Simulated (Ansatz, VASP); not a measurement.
# TaN: VASP beside Ansatz

The input INCAR:

```
  PREC = Accurate
  ENCUT = 520
  EDIFF = 1E-6
  ISMEAR = 0
  SIGMA = 0.014
  LREAL = F
  LASPH = T
  NELM = 60
  ALGO = Normal
  ISIF = 2
  LWAVE = F
  LCHARG = F
  GGA = PE
  NBANDS = 24
```

Contents of KPOINTS:

```
Automatic mesh
0
Gamma
  10 10 5
```

The input POSCAR:

```
TaN
1.0
    2.9217699809      0.0000000000      0.0000000000
   -1.4608849905      2.5303270275      0.0000000000
    0.0000000000      0.0000000000      5.9165150000
Ta N
2 2
Direct
    0.0000000000      0.0000000000      0.5000000000
    0.0000000000      0.0000000000      0.0000000000
    0.3333333333      0.6666666667      0.2500000000
    0.6666666667      0.3333333333      0.7500000000
```

Contents of input.yaml:

```yaml
crystal:
  lattice:
    - [2.9217699809, 0.0, 0.0]
    - [-1.4608849905, 2.5303270275, 0.0]
    - [0.0, 0.0, 5.916515]
  atoms:
    - { symbol: Ta, position: [0.0, 0.0, 0.5] }
    - { symbol: Ta, position: [0.0, 0.0, 0.0] }
    - { symbol: "N", position: [0.3333333333, 0.6666666667, 0.25] }
    - { symbol: "N", position: [0.6666666667, 0.3333333333, 0.75] }
hamiltonian:
  xc: pbe
  pseudopotentials: { kind: paw }
kpoints:
  mp_grid: { grid: [10, 10, 5] }
scf:
  occupations: { method: gaussian, width: 0.014 }
output:
  forces: true
  stress: true
  eigenvalues: true
```

Alike in both runs: task single point; functional PBE; k mesh 10 × 10 × 5; occupations gaussian, width 0.014 eV; no spin polarisation.

|  | VASP | Ansatz |
| --- | --- | --- |
| version | VASP 6.6.1 | Ansatz 0.2.0 |
| potentials or method | VASP PAW PBE potentials, release 64 (Ta_pv, N) | Ansatz PAW |
| plane-wave cutoff (eV) | 520 | 420 |
| valence electrons in the cell | 32 | 36 |

Ansatz gave:

```
gap on the k mesh at the Fermi level (eV)                     : none
pressure (GPa)                                                : -1.1
traceless stress, the component that is largest in VASP (GPa) : 0.10
```

Problem. Which values does VASP return?

Solution. gap on the k mesh at the Fermi level (eV): none; pressure (GPa): -0.4; traceless stress, the component that is largest in VASP (GPa): 0.16.

A gap of «none» marks a metal or a gap that the smearing closes. VASP's potentials hold 32 valence electrons a cell and Ansatz's 36, so a difference there can come from the potentials and not from the codes.

Spin-orbit coupling is off throughout.
